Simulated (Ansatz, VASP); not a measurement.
**Ba8H: VASP beside Ansatz**

```
CELL_PARAMETERS angstrom
0.00000 6.36604 6.36604
6.36604 0.00000 6.36604
6.36604 6.36604 0.00000
ATOMIC_POSITIONS crystal
Ba 0.00000 0.00000 0.00000
Ba 0.00000 0.00000 0.50000
Ba 0.00000 0.50000 0.00000
Ba 0.00000 0.50000 0.50000
Ba 0.50000 0.00000 0.00000
Ba 0.50000 0.00000 0.50000
Ba 0.50000 0.50000 0.00000
Ba 0.50000 0.50000 0.50000
H 0.12500 0.12500 0.12500
```

Alike in both runs: task relaxation of cell and atoms; functional PBE; k mesh 4 × 4 × 4; occupations gaussian, width 0.1 eV; no spin polarisation.

```csv
,VASP,Ansatz
version,VASP 6.6.1,Ansatz 0.2.0
potentials or method,"VASP PAW PBE potentials, release 64 (Ba_sv, H), cutoff 600 eV","scalar-relativistic, plane waves, PAW"
valence electrons in the cell,81,81
```

```tsv
	VASP	Ansatz	Ansatz less VASP
gap on the k mesh at the Fermi level, each at its own relaxed structure (eV)	none	none	-
relaxed volume (Å³/atom)	57.40	57.74	+0.346
relaxed cell length with the largest relative difference (Å)	9.006	9.024	+0.0181
```

A gap of «none» marks a metal or a gap that the smearing closes.

Neither program's run includes spin-orbit coupling.
